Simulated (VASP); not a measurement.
Here is a VASP 6.6.1 calculation.

Contents of INCAR:

```
  PREC = Accurate
  ENCUT = 520
  EDIFF = 1E-6
  ISMEAR = 0
  SIGMA = 0.1
  LREAL = False
  LASPH = True
  NELM = 120
  ALGO = Normal
  ISIF = 2
  LWAVE = False
  LCHARG = False
  LDIPOL = True
  IDIPOL = 3
  DIPOL = 0.5 0.5 0.358
  GGA = CA
  NBANDS = 31
  GGA_COMPAT = False
  NELMDL = -8
```

Contents of KPOINTS:

```
Automatic mesh
0
Gamma
  12 12 1
```

POSCAR

```
W3C
1.0
    2.8090103839      0.0000000000      0.0000000000
   -1.4045051920      2.4326743520      0.0000000000
    0.0000000000      0.0000000000     20.1144288635
W C
3 1
Direct
    0.6666666667      0.3333333334      0.1988622211
    0.3333333333      0.6666666667      0.3135698338
    0.0000000000      0.0000000000      0.4282711143
    0.0000000000      0.5000000000      0.4931264427
```

Potentials or basis: VASP PAW LDA potentials, release 64 (W_sv, C).

The run is started by

```sh
$ cat potpaw_LDA.64/W_sv/POTCAR potpaw_LDA.64/C/POTCAR > POTCAR
$ mpirun -np 1 vasp_std > vasp.out
```

(1) Estimate the largest force.

(2) Estimate the band gap on the k mesh.

Results:

(1) 0.246 eV/Å.

(2) zero (bands 23 and 24 overlap by 0.81 eV).

Caveat: spin-orbit coupling is left out, which moves the levels of the heavy elements.
